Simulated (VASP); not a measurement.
ZrS, 2 atoms in the cell. It takes space group Fmmm (No. 69, orthorhombic). Conventional cell: a = 4.935 Å, b = 5.250 Å, c = 5.565 Å, α = 90.00°, β = 90.00°, γ = 90.00°. Within 3.3 Å of Zr (site symmetry mmm) lie 6 S at 2.47 to 2.78 Å. S (site symmetry mmm) has 6 Zr at 2.47 to 2.78 Å within 3.3 Å.  This cell differs from its parent crystal: strain -0.0600 x Voigt [1, -1, 0, 0, 0, 0].

* Program: VASP 6.6.1
* Task: single point
* Functional: PBEsol
* Potentials or basis: VASP PAW PBE potentials, release 64 (Zr_sv, S)
* Cutoff: 520 eV
* k mesh: 16 × 16 × 16
* Occupations: gaussian, width 0.15 eV
* Spin: no spin polarisation
* Dipole correction: no
* Further INCAR settings: ALGO = Normal; EDIFF = 1e-07; NBANDS = 16

Potentials or basis: VASP PAW PBE potentials, release 64 (Zr_sv, S).

Command:

```sh
$ cat potpaw_PBE.64/Zr_sv/POTCAR potpaw_PBE.64/S/POTCAR > POTCAR
$ mpirun -np 1 vasp_std > vasp.out
```

Hardware: 1 thread of Intel Xeon 8259CL, on a shared host.

**Question.** How long does it take, and how much memory?

**Answer.** Run time: 10 min on 1 thread of Intel Xeon 8259CL, on a shared host, peak memory 0.45 GiB. Counts: scf iterations 14, k points 621.
